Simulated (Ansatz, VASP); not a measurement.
**ZnCu: VASP beside Ansatz**

```xyz
2
Lattice="2.8661 0.1953 0.1953 0.1953 2.8661 0.1953 0.1953 0.1953 2.8661" Properties=species:S:1:pos:R:3 pbc="T T T"
Zn    1.6284    1.6284    1.6284
Cu    0.0000    0.0000    0.0000
```

Alike in both runs: task single point; functional PBE; k mesh 16 × 16 × 16; occupations gaussian, width 0.15 eV; no spin polarisation.

|  | VASP | Ansatz |
| --- | --- | --- |
| version | VASP 6.6.1 | Ansatz 0.2.0 |
| potentials or method | VASP PAW PBE potentials, release 64 (Zn, Cu), cutoff 520 eV | scalar-relativistic, plane waves, PAW |
| valence electrons in the cell | 23 | 31 |

VASP gave:

```
gap on the k mesh at the Fermi level (eV)                     : none
pressure (GPa)                                                : 24.5
traceless stress, the component that is largest in VASP (GPa) : -9.80
```

**Question.** Estimate Ansatz's values.

**Answer.** gap on the k mesh at the Fermi level (eV): none; pressure (GPa): 23.4; traceless stress, the component that is largest in VASP (GPa): -9.70.

A gap of «none» marks a metal or a gap that the smearing closes. The functional is the same, so the differences come from potentials, cutoffs and numerics. VASP's potentials hold 23 valence electrons a cell and Ansatz's 31, so a difference there can come from the potentials and not from the codes.
